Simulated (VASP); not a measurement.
Set up this calculation in VASP 6.6.1, as the native input.

```yaml
Task: relaxation of cell and atoms
Functional: PBE
Potentials_or_basis: VASP PAW PBE potentials, release 64 (Si, Pd, C)
Cutoff: 600 eV
k_mesh: 6 × 6 × 4
Occupations: gaussian, width 0.1 eV
Spin: no spin polarisation
Dipole_correction: no
Further_INCAR_settings: ALGO = Normal; EDIFF = 1e-06; IBRION = 2; EDIFFG = -0.04; NSW = 90; ISIF = 3
```

The structure of SiPdC lies in POSCAR:

```
SiPdC
1.0
    3.3756121144      0.0000000000      0.0000000000
    0.0000000000      3.3756121144      0.0000000000
    0.0000000000      0.0000000000      5.8238040877
Si Pd C
2 2 2
Direct
    0.5000000000      0.0000000000      0.2305000000
    0.0000000000      0.5000000000      0.7695000000
    0.5000000000      0.0000000000      0.6480000000
    0.0000000000      0.5000000000      0.3520000000
    0.0000000000      0.0000000000      0.0000000000
    0.5000000000      0.5000000000      0.0000000000
```

The input as run:

INCAR

```
SYSTEM = SiPdC
PREC     = Accurate       ! precision mode
ENCUT    = 600            ! plane-wave cutoff, eV
EDIFF    = 1E-6           ! SCF threshold, eV
ISMEAR   = 0              ! smearing method
SIGMA    = 0.1            ! smearing width, eV
LREAL    = .FALSE.        ! projectors in reciprocal space
LASPH    = .TRUE.         ! aspherical terms in the spheres
NELM     = 80             ! most SCF steps
ALGO     = Normal         ! electronic algorithm
ISIF     = 3              ! what is computed and relaxed
LWAVE    = .FALSE.        ! write WAVECAR
LCHARG   = .FALSE.        ! write CHGCAR
GGA      = PE             ! functional
IBRION   = 2              ! ionic algorithm
NSW      = 90             ! ionic steps
EDIFFG   = -0.04          ! ionic threshold
```

KPOINTS

```
regular mesh
0
G
  6 6 4
  0 0 0
```

Potentials or basis: VASP PAW PBE potentials, release 64 (Si, Pd, C).

Run with:

```sh
$ cat potpaw_PBE.64/Si/POTCAR potpaw_PBE.64/Pd/POTCAR potpaw_PBE.64/C/POTCAR > POTCAR
$ mpirun -np 1 vasp_std > vasp.out
```

Results of the run:

* Relaxed volume: 12.28 Å³/atom
* Relaxed cell: a = 3.649 Å, b = 3.649 Å, c = 5.532 Å, α = 90.00°, β = 90.00°, γ = 90.00°
* Space group after relaxing (to 0.1 Å): P4/nmm (No. 129)
* Energy gained by relaxing: 359.7 meV/atom
* Ionic steps: 13
* Pressure after relaxing: 0.1 GPa
* Largest force after relaxing: 0.039 eV/Å
* Band gap on the k mesh: zero (bands 18 and 19 overlap by 2.30 eV)

It took 11 min on 1 thread of Intel Xeon 8259CL, with other jobs on the host, peak memory 0.23 GiB.
